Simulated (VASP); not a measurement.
**AlN: relaxation of the atoms with r2SCAN**

The system is AlN.

```
Al N
1.0
     3.10670    0.00000    0.00000
    -1.55335    2.69048    0.00000
     0.00000    0.00000    4.97834
Al N
2 2
Direct
  0.33333 0.66667 0.00017
  0.66667 0.33333 0.50017
  0.33333 0.66667 0.38183
  0.66667 0.33333 0.88183
```

```json
{"Program": "VASP 6.6.1", "Task": "relaxation of the atoms", "Functional": "r2SCAN", "Potentials or basis": "VASP PAW PBE potentials, release 64 (Al, N)", "Cutoff": "520 eV", "k mesh": "8 × 8 × 5", "Occupations": "gaussian, width 0.01 eV", "Spin": "no spin polarisation", "Dipole correction": "no", "Further INCAR settings": "ALGO = Normal; EDIFF = 1e-07; IBRION = 2; EDIFFG = -0.004; NSW = 80"}
```

| Quantity | Value |
| --- | --- |
| Pressure after relaxing | -0.4 GPa |
| Band gap on the k mesh | 4.92 eV |

Final structure:
```
CELL_PARAMETERS angstrom
3.10670 0.00000 0.00000
-1.55335 2.69048 0.00000
0.00000 0.00000 4.97834
ATOMIC_POSITIONS crystal
Al 0.33333 0.66667 0.00017
Al 0.66667 0.33333 0.50017
N 0.33333 0.66667 0.38183
N 0.66667 0.33333 0.88183
```

Levels at points of the mesh, in eV from the valence-band top:
```csv
k point,band 4,band 5,band 6,band 7,band 8,band 9,band 10,band 11,band 12
"(0.00, 0.00, 0.00)",-0.89,-0.89,-0.23,-0.23,0.00,4.92,7.54,11.62,12.04
"(0.50, 0.00, 0.00)",-4.22,-3.39,-2.14,-1.77,-0.71,6.45,6.56,9.05,11.26
```

It took 49 s on 1 thread of Intel(R) Xeon(R) Platinum 8259CL CPU @ 2.50GHz (Skylake/Cascade Lake), with other jobs on the host, peak memory 0.16 GiB.

Caveat: the relaxation stopped at its first step, so nothing moved; the PAW data sets were made with another functional, which shifts forces and pressure a little.
